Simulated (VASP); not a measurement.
Input of a VASP 6.6.1 run:

File INCAR:

```
SYSTEM = P
  PREC = Accurate
  ENCUT = 520
  EDIFF = 1E-6
  ISMEAR = 0
  SIGMA = 0.1
  LREAL = .False.
  LASPH = .True.
  NELM = 100
  ALGO = Normal
  ISIF = 2
  LWAVE = .False.
  LCHARG = .True.
  GGA = PE
  LELF = .True.
  LVHAR = .True.
  NBANDS = 14
```

File KPOINTS:

```
Automatic mesh
0
Gamma
  18 18 10
  0 0 0
```

Contents of POSCAR:

```
P
1.0
    3.3746267199      0.0000000000      0.0000000000
   -1.6873133599      2.9225124678      0.0000000000
    0.0000000000      0.0000000000      4.9154597239
P
3
Direct
    0.0000000000      0.5000000000      0.3333333333
    0.5000000000      0.5000000000      0.6666666667
    0.5000000000      0.0000000000      0.0000000000
```

Potentials or basis: VASP PAW PBE potentials, release 64 (P).

Command:

```bash
$ cat potpaw_PBE.64/P/POTCAR > POTCAR
$ mpirun -np 1 vasp_std > vasp.out
```

(1) Estimate the pressure.

Answers

(1) -0.2 GPa.
